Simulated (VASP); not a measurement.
A run of VASP 6.6.1:

File INCAR:

```
SYSTEM = VN
  PREC = Accurate
  ENCUT = 520
  EDIFF = 1E-6
  ISMEAR = 0
  SIGMA = 0.1
  LREAL = .FALSE.
  LASPH = .TRUE.
  NELM = 120
  ALGO = Normal
  ISIF = 2
  LWAVE = .FALSE.
  LCHARG = .FALSE.
  LDIPOL = .TRUE.
  IDIPOL = 3
  DIPOL = 0.5 0.5 0.500
  GGA = PS
  NBANDS = 86
  GGA_COMPAT = .FALSE.
  NELMDL = -8
```

The input KPOINTS:

```
regular mesh
0
G
  12 9 1
  0 0 0
```

Contents of POSCAR:

```
VN
1.0
    2.8799338822      0.0000000000      0.0000000000
    0.0000000000      4.0728415550      0.0000000000
    0.0000000000      0.0000000000     25.0797685878
V N
8 8
Direct
    0.5000000000      0.5000000000      0.3071720283
    0.0000000000      0.0000000000      0.3479502030
    0.5000000000      0.5000000000      0.4178986719
    0.0000000000      0.0000000000      0.4659999101
    0.5000000000      0.5000000000      0.5339997496
    0.0000000000      0.0000000000      0.5821014891
    0.5000000000      0.5000000000      0.6520497346
    0.0000000000      0.0000000000      0.6928283424
    0.5000000000      0.0000000000      0.2953312802
    0.0000000000      0.5000000000      0.3567380010
    0.5000000000      0.0000000000      0.4099219062
    0.0000000000      0.5000000000      0.4735271617
    0.5000000000      0.0000000000      0.5264726541
    0.0000000000      0.5000000000      0.5900779218
    0.5000000000      0.0000000000      0.6432623861
    0.0000000000      0.5000000000      0.7046685598
```

Potentials or basis: VASP PAW PBE potentials, release 64 (V_sv, N).

Run with:

```bash
$ cat potpaw_PBE.64/V_sv/POTCAR potpaw_PBE.64/N/POTCAR > POTCAR
$ mpirun -np 1 vasp_std > vasp.out
```

Hardware: 1 thread of Oxide Virtual Turin-like Processor, on a shared host.

Question: How long does it take, and how much memory?

Answer: It took 63 min on 1 thread of Oxide Virtual Turin-like Processor, with other jobs on the host, peak memory 0.72 GiB. Counts: scf iterations 35, k points 35.
